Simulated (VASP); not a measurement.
SrCl2:

```
Sr Cl
1.0
     2.08574    1.20420    6.13505
    -2.08574    1.20420    6.13505
     0.00000   -2.40841    6.13505
Sr Cl
1 2
Direct
  0.00020 0.00020 0.00020
  0.42277 0.42277 0.42277
  0.24369 0.24369 0.24369
```

Program: VASP 6.6.1. Alike in all runs: task single point; potentials or basis VASP PAW PBE potentials, release 64 (Sr_sv, Cl); no spin polarisation; cell as given; cutoff (eV) 520; smearing gaussian 0.01 eV. Hardware: 1 thread of Intel(R) Xeon(R) Platinum 8488C (Sapphire Rapids) (shared host).

Order these runs on this cell by their wall time, lowest first.
A. level r2SCAN; k mesh 6 × 6 × 6
B. level PBE; k mesh 6 × 6 × 6
C. level PBE; k mesh 4 × 4 × 4

C (36 s), B (95 s), A (310 s).

Caveats: some runs use coarse meshes.
